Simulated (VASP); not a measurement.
Here is a VASP 6.6.1 calculation.

File INCAR:

```
SYSTEM = C
PREC     = Accurate       ! precision mode
ENCUT    = 1300           ! plane-wave cutoff, eV
EDIFF    = 1E-6           ! SCF threshold, eV
ISMEAR   = 0              ! smearing method
SIGMA    = 0.05           ! smearing width, eV
LREAL    = .FALSE.        ! projectors in reciprocal space
LASPH    = .TRUE.         ! aspherical terms in the spheres
NELM     = 120            ! most SCF steps
ALGO     = Normal         ! electronic algorithm
ISIF     = 2              ! what is computed and relaxed
LWAVE    = .FALSE.        ! write WAVECAR
LCHARG   = .TRUE.         ! write CHGCAR
GGA      = CA             ! functional
LELF     = .TRUE.         ! ELF
LVHAR    = .TRUE.       
NBANDS   = 11             ! bands
GGA_COMPAT= .FALSE.
```

The input KPOINTS:

```
Automatic mesh
0
G
  12 12 12
  0 0 0
```

POSCAR

```
C
1.0
    0.0000000000      1.9798697320      1.7348691297
    1.5825714580      0.0000000000      1.7348691297
    1.5825714580      1.9798697320      0.0000000000
C
2
Direct
    0.5000000000      0.5000000000      0.5000000000
    0.7500000000      0.7500000000      0.7500000000
```

Potentials or basis: VASP PAW LDA potentials, release 64 (C_h).

The run is started by

```console
$ cat potpaw_LDA.64/C_h/POTCAR > POTCAR
$ mpirun -np 1 vasp_std > vasp.out
```

Problem. Predict the band gap on the k mesh.

Solution. 0.33 eV (least direct gap 3.21 eV).

Problem. Predict the pressure.

Solution. 7.9 GPa.

Stress tensor (GPa, compression positive):
```
 100.97    0.00    0.00
   0.00 -122.07    0.00
   0.00    0.00   44.94
```

Caveat: the cell differs from its parent crystal (strain +e along x and -e along y -0.1125, strain +e along z and -e/2 along x and y -0.0175); the stress differs along the axes, from -122 to 101 GPa; semilocal functionals underestimate gaps, and a narrow one can read as zero. A k mesh can miss the band edges.
